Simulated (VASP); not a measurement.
Input of a VASP 6.6.1 run:

INCAR

```
PREC = Accurate
ENCUT = 520
EDIFF = 1E-6
ISMEAR = 0
SIGMA = 0.05
LREAL = False
LASPH = True
NELM = 100
ALGO = Normal
ISIF = 2
LWAVE = False
LCHARG = True
GGA = PE
LELF = True
LVHAR = True
NBANDS = 14
```

File KPOINTS:

```
Automatic mesh
0
Gamma
  8 8 8
```

File POSCAR:

```
NaF
1.0
    0.0000000000      2.2798542900      2.3233000000
    2.3667457100      0.0000000000      2.3233000000
    2.3667457100      2.2798542900      0.0000000000
Na F
1 1
Direct
    0.0000000000      0.0000000000      0.0000000000
    0.5000000000      0.5000000000      0.5000000000
```

Potentials or basis: VASP PAW PBE potentials, release 64 (Na_pv, F).

Run with:

```sh
$ cat potpaw_PBE.64/Na_pv/POTCAR potpaw_PBE.64/F/POTCAR > POTCAR
$ mpirun -np 1 vasp_std > vasp.out
```

Problem. Predict the band gap on the k mesh.

Solution. 6.25 eV, direct.

Problem. Estimate the pressure.

Solution. 1.7 GPa.

Stress tensor (GPa, compression positive):
```
0.16 0.00 0.00
0.00 3.38 0.00
0.00 0.00 1.60
```

Caveat: the cell differs from its parent crystal (strain +0.0187 x Voigt [1, -1, 0, 0, 0, 0]).
